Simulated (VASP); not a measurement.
A run of VASP 6.6.1 is set up as follows.

Contents of INCAR:

```
ALGO     = Fast           # electronic algorithm
EDIFF    = 1E-7           # SCF threshold, eV
ENCUT    = 520            # plane-wave cutoff, eV
GGA      = PS             # functional
ISIF     = 2              # what is computed and relaxed
ISMEAR   = 0              # smearing method
LASPH    = T              # aspherical terms in the spheres
LCHARG   = F              # write CHGCAR
LREAL    = F              # projectors in reciprocal space
LWAVE    = F              # write WAVECAR
NBANDS   = 12             # bands
NELM     = 100            # most SCF steps
PREC     = Accurate       # precision mode
SIGMA    = 0.15           # smearing width, eV
```

File KPOINTS:

```
k-points
0
Gamma
  20 20 20
```

The input POSCAR:

```
Au
1.0
   -1.7069870700      1.7069870700      1.7069870700
    1.7069870700     -1.7069870700      1.7069870700
    1.7069870700      1.7069870700     -1.7069870700
Au
1
Direct
    0.0000000000      0.0000000000      0.0000000000
```

Potentials or basis: VASP PAW PBE potentials, release 64 (Au).

Run with:

```sh
$ cat potpaw_PBE.64/Au/POTCAR > POTCAR
$ mpirun -np 1 vasp_std > vasp.out
```

(1) Estimate the pressure.

## Answers

(1) -17.0 GPa.

Caveat: the cell differs from its parent crystal (strain +0.030 along x and y, +0.030 along z); the PAW data sets were made with another functional, which shifts forces and pressure a little.
